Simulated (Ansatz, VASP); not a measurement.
Two plane-wave programs on MgS

The input INCAR:

```
ALGO = Normal
EDIFF = 1E-6
ENCUT = 600
GGA = PS
GGA_COMPAT = False
ISIF = 2
ISMEAR = 0
LASPH = True
LCHARG = False
LREAL = False
LWAVE = False
NBANDS = 11
NELM = 120
PREC = Accurate
SIGMA = 0.05
```

File KPOINTS:

```
k-points
0
Gamma
  8 8 8
```

POSCAR

```
MgS
1.0
    0.0000000000      2.7317325000      2.5366087500
    2.7317325000      0.0000000000      2.5366087500
    2.7317325000      2.7317325000      0.0000000000
Mg S
1 1
Direct
    0.0000000000      0.0000000000      0.0000000000
    0.5000000000      0.5000000000      0.5000000000
```

Input for Ansatz:

```yaml
crystal:
  lattice:
    - [0.0, 2.7317325, 2.53660875]
    - [2.7317325, 0.0, 2.53660875]
    - [2.7317325, 2.7317325, 0.0]
  atoms:
    - { symbol: Mg, position: [0.0, 0.0, 0.0] }
    - { symbol: S, position: [0.5, 0.5, 0.5] }
basis:
  ecutwfc: 420
kpoints:
  mp_grid: { grid: [8, 8, 8] }
hamiltonian:
  xc: pbesol
scf:
  occupations: { method: gaussian, width: 0.05 }
output:
  forces: true
  stress: true
  eigenvalues: true
```

Change from the starting cell: strain +0.050 along x and y, -0.025 along z, atoms carried along.

Alike in both runs: task single point; functional PBEsol; k mesh 8 × 8 × 8; occupations gaussian, width 0.05 eV; no spin polarisation.

```csv
,VASP,Ansatz
version,VASP 6.6.1,Ansatz 0.2.0
potentials or method,"VASP PAW PBE potentials, release 64 (Mg, S), cutoff 600 eV","scalar-relativistic, plane waves, PAW"
valence electrons in the cell,8,16
```

```csv
,VASP,Ansatz,Ansatz less VASP
gap on the k mesh at the Fermi level (eV),2.29,2.30,+0.003
least direct gap on the mesh (eV),2.95,2.96,+0.003
pressure (GPa),-5.0,-4.8,+0.18
"traceless stress, the component that is largest in VASP (GPa)",3.85,3.87,+0.026
```

VASP's potentials were made for PBE, not for PBEsol. The functional is the same, so the differences come from potentials, cutoffs and numerics. VASP's potentials hold 8 valence electrons a cell and Ansatz's 16, so a difference there can come from the potentials and not from the codes.
